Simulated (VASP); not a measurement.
## Sn: relaxation of cell and atoms with PBE

Crystal: Sn.

```
CELL_PARAMETERS angstrom
4.66716 0.00000 0.00000
-2.33358 4.04188 0.00000
0.00000 0.00000 3.13398
ATOMIC_POSITIONS crystal
Sn 0.33333 0.66667 0.00000
Sn 0.66667 0.33333 0.00000
```

```json
{"Program": "VASP 6.6.1", "Task": "relaxation of cell and atoms", "Functional": "PBE", "Potentials or basis": "VASP PAW PBE potentials, release 64 (Sn_d)", "Cutoff": "600 eV", "k mesh": "6 × 6 × 6", "Occupations": "gaussian, width 0.1 eV", "Spin": "no spin polarisation", "Dipole correction": "no", "Further INCAR settings": "ALGO = Fast; EDIFF = 1e-07; IBRION = 2; EDIFFG = -0.04; NSW = 90; ISIF = 3"}
```

```yaml
Relaxed_volume: 35.54 Å³/atom
Relaxed_cell: a = 5.098 Å, b = 5.098 Å, c = 3.158 Å, α = 90.00°, β = 90.00°, γ = 120.00°
Space_group_after_relaxing_to_0.05_Å: P6/mmm (No. 191)
Energy_gained_by_relaxing: 214.8 meV/atom
Ionic_steps: 5
Pressure_after_relaxing: 0.0 GPa
Band_gap_on_the_k_mesh: zero (band 14 reaches 7.18 eV, above the bottom of band 15 at 3.54 eV)
```

Step by step:
| step | energy change (eV) | largest force (eV/Å) | pressure (GPa) | volume (Å³) |
| --- | --- | --- | --- | --- |
| 1 | 0.0000 | 0.0000 | 10.74 | 59.12 |
| 2 | -0.3725 | 0.0000 | -2.50 | 77.51 |
| 3 | -0.4270 | 0.0000 | -0.14 | 71.27 |
| 4 | -0.4271 | 0.0000 | -0.27 | 71.59 |
| 5 | -0.4296 | 0.0000 | -0.01 | 71.07 |

Final structure:
```cif
data_structure
_symmetry_space_group_name_H-M 'P 1'
_symmetry_Int_Tables_number 1
_cell_length_a 5.0975
_cell_length_b 5.0975
_cell_length_c 3.1583
_cell_angle_alpha 90.000
_cell_angle_beta 90.000
_cell_angle_gamma 120.000
_cell_volume 71.07
loop_
_atom_site_label
_atom_site_type_symbol
_atom_site_fract_x
_atom_site_fract_y
_atom_site_fract_z
_atom_site_occupancy
Sn1 Sn 0.33333 0.66667 0.00000 1
Sn2 Sn 0.66667 0.33333 0.00000 1
```

Levels at points of the mesh, in eV from the Fermi level:
| k point | band 11 | band 12 | band 13 | band 14 | band 15 | band 16 | band 17 | band 18 |
| --- | --- | --- | --- | --- | --- | --- | --- | --- |
| (0.00, 0.00, 0.00) | -10.17 | -4.42 | -2.00 | -2.00 | 1.49 | 1.49 | 4.47 | 4.98 |
| (0.50, 0.00, 0.00) | -8.97 | -7.61 | -2.91 | -1.03 | 4.42 | 4.99 | 6.06 | 6.14 |
| (0.00, 0.00, 0.50) | -7.50 | -4.07 | -1.19 | 0.08 | 0.08 | 0.33 | 3.95 | 3.95 |
| (0.50, 0.00, 0.50) | -6.29 | -4.94 | -2.97 | -1.75 | -0.81 | 1.70 | 4.55 | 4.64 |

Wall time 2.7 min on 1 thread of Intel(R) Xeon(R) Platinum 8259CL CPU @ 2.50GHz (Skylake/Cascade Lake) (shared host), peak memory 0.22 GiB.

Caveat: the volume moved by over 15 % at a fixed basis, so the end points are rough; spin-orbit coupling is left out, which moves the levels of the heavy elements.
